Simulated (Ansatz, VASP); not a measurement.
## Si2B3: VASP beside Ansatz

```
Si B
1.0
     3.93173    0.00000    0.00000
     0.00000    3.93173    0.00000
     0.00000    0.00000    4.20118
Si B
2 3
Direct
  0.50000 0.50000 0.00000
  0.00000 0.00000 0.00000
  0.00000 0.50000 0.00000
  0.50000 0.00000 0.00000
  0.50000 0.50000 0.50000
```

Alike in both runs: task relaxation of cell and atoms; functional PBE; k mesh 4 × 4 × 4; occupations gaussian, width 0.2 eV; no spin polarisation.

|  | VASP | Ansatz |
| --- | --- | --- |
| version | VASP 6.6.1 | Ansatz 0.2.0 |
| potentials or method | VASP PAW PBE potentials, release 64 (Si, B), cutoff 500 eV | scalar-relativistic, plane waves, PAW |
| valence electrons in the cell | 17 | 17 |

VASP gave:

- gap on the k mesh at the Fermi level, each at its own relaxed structure (eV): none
- relaxed volume (Å³/atom): 13.85
- relaxed cell length with the largest relative difference (Å): 4.246

Problem. What did Ansatz give for the same quantities?

Solution. gap on the k mesh at the Fermi level, each at its own relaxed structure (eV): none; relaxed volume (Å³/atom): 13.80; relaxed cell length with the largest relative difference (Å): 4.233.

A gap of «none» marks a metal or a gap that the smearing closes.

The k mesh is coarse, so the values compare programs but aren't converged.
